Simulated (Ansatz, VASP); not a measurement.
# Rb in VASP and in Ansatz

```xyz
1
Lattice="-2.8481 2.8481 2.7639 2.8481 -2.8481 2.7639 2.8481 2.8481 -2.7639" Properties=species:S:1:pos:R:3 pbc="T T T"
Rb    0.0000    0.0000    0.0000
```

Change from the starting cell: strain +0.015 along x and y, -0.015 along z, atoms carried along.

Alike in both runs: task single point; functional PBE; k mesh 12 × 12 × 12; occupations gaussian, width 0.15 eV; no spin polarisation.

|  | VASP | Ansatz |
| --- | --- | --- |
| version | VASP 6.6.1 | Ansatz 0.2.0 |
| potentials or method | VASP PAW PBE potentials, release 64 (Rb_sv), cutoff 520 eV | scalar-relativistic, plane waves, PAW |
| valence electrons in the cell | 9 | 9 |

```tsv
	VASP	Ansatz	Ansatz less VASP
gap on the k mesh at the Fermi level (eV)	none	none	-
pressure (GPa)	0.0	0.0	0.00
```

A gap of «none» marks a metal or a gap that the smearing closes.
